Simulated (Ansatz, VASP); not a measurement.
## SrCaHfTiO6 in VASP and in Ansatz

```
CELL_PARAMETERS angstrom
5.68306 0.00000 0.00000
2.84153 4.92168 0.00000
2.84153 1.64056 4.64020
ATOMIC_POSITIONS crystal
Sr 0.25000 0.25000 0.25000
Ca 0.75000 0.75000 0.75000
Hf 0.00000 0.00000 0.00000
Ti 0.50000 0.50000 0.50000
O 0.74387 0.25613 0.25613
O 0.25613 0.74387 0.74387
O 0.74387 0.74387 0.25613
O 0.25613 0.25613 0.74387
O 0.25613 0.74387 0.25613
O 0.74387 0.25613 0.74387
```

Alike in both runs: task single point; functional PBE; k mesh 4 × 4 × 4; no spin polarisation.

|  | VASP | Ansatz |
| --- | --- | --- |
| version | VASP 6.6.1 | Ansatz 0.2.0 |
| potentials or method | VASP PAW PBE potentials, release 64 (Sr_sv, Ca_sv, Hf_pv, Ti_sv, O) | plane waves, PAW |
| plane-wave cutoff (eV) | 520 | 420 |
| occupations | gaussian, width 0.01 eV | fixed |
| valence electrons in the cell | 78 | 94 |

|  | VASP | Ansatz | Ansatz less VASP |
| --- | --- | --- | --- |
| gap on the k mesh at the Fermi level (eV) | 2.49 | 2.53 | +0.041 |

VASP's potentials hold 78 valence electrons a cell and Ansatz's 94, so a difference there can come from the potentials and not from the codes.

Spin-orbit coupling is off throughout.
